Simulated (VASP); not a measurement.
A run of VASP 6.6.1:

The input INCAR:

```
PREC = Accurate ; ENCUT = 910
EDIFF = 1E-6 ; ISMEAR = 0
SIGMA = 0.02 ; LREAL = False
LASPH = True ; NELM = 120
ALGO = Normal ; ISIF = 2
LWAVE = False ; LCHARG = False
GGA = PE ; NBANDS = 26
GGA_COMPAT = False
```

File KPOINTS:

```
regular mesh
0
Gamma
  9 9 6
```

File POSCAR:

```
ZnO
1.0
    3.2125323947      0.0000000000      0.0000000000
   -1.6062661974      2.7821346643      0.0000000000
    0.0000000000      0.0000000000      5.1855680777
Zn O
2 2
Direct
    0.3333333333      0.6666666667      0.4999662192
    0.6666666667      0.3333333333     -0.0000337808
    0.6666666667      0.3333333333      0.3790437808
    0.3333333333      0.6666666667      0.8790437808
```

Potentials or basis: VASP PAW PBE potentials, release 64 (Zn, O_h).

Command:

```sh
$ cat potpaw_PBE.64/Zn/POTCAR potpaw_PBE.64/O_h/POTCAR > POTCAR
$ mpirun -np 1 vasp_std > vasp.out
```

Hardware: 1 thread of AMD EPYC 7R43 64-Core Processor (Zen 3), on a shared host.

**Question.** Estimate the wall time of this run.

**Answer.** It took 2.8 min on 1 thread of AMD EPYC 7R43 64-Core Processor (Zen 3) (shared host), peak memory 0.24 GiB. Counts: scf iterations 15, k points 48.
